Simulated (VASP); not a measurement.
A run of VASP 6.6.1:

The input INCAR:

```
PREC = Accurate
ENCUT = 600
EDIFF = 1E-7
ISMEAR = 0
SIGMA = 0.01
LREAL = F
LASPH = T
NELM = 60
ALGO = Normal
ISIF = 3
LWAVE = F
LCHARG = F
GGA = PS
IBRION = 2
NSW = 100
EDIFFG = -0.002
PSTRESS = -20.0
```

The input KPOINTS:

```
Automatic mesh
0
Gamma
  6 6 6
```

Contents of POSCAR:

```
RbBr
1.0
    3.4249237590      3.4249237590      0.0000000000
   -3.4249237590      3.4249237590      0.0000000000
    0.0000000000      3.4249237590      3.4249237590
Rb Br
1 1
Direct
    0.0000000000      0.0000000000      0.0000000000
    0.5000000000      0.5000000000      0.0000000000
```

Potentials or basis: VASP PAW PBE potentials, release 64 (Rb_sv, Br).

Launch:

```bash
$ cat potpaw_PBE.64/Rb_sv/POTCAR potpaw_PBE.64/Br/POTCAR > POTCAR
$ mpirun -np 1 vasp_std > vasp.out
```

Hardware: 1 thread of Intel(R) Xeon(R) 6975P-C (Granite Rapids), on a shared host.

Question: How long does it take, and how much memory?

Answer: Wall time 87 s on 1 thread of Intel(R) Xeon(R) 6975P-C (Granite Rapids) (shared host), peak memory 0.25 GiB. Counts: scf iterations 93, k points 16, ion steps 9.
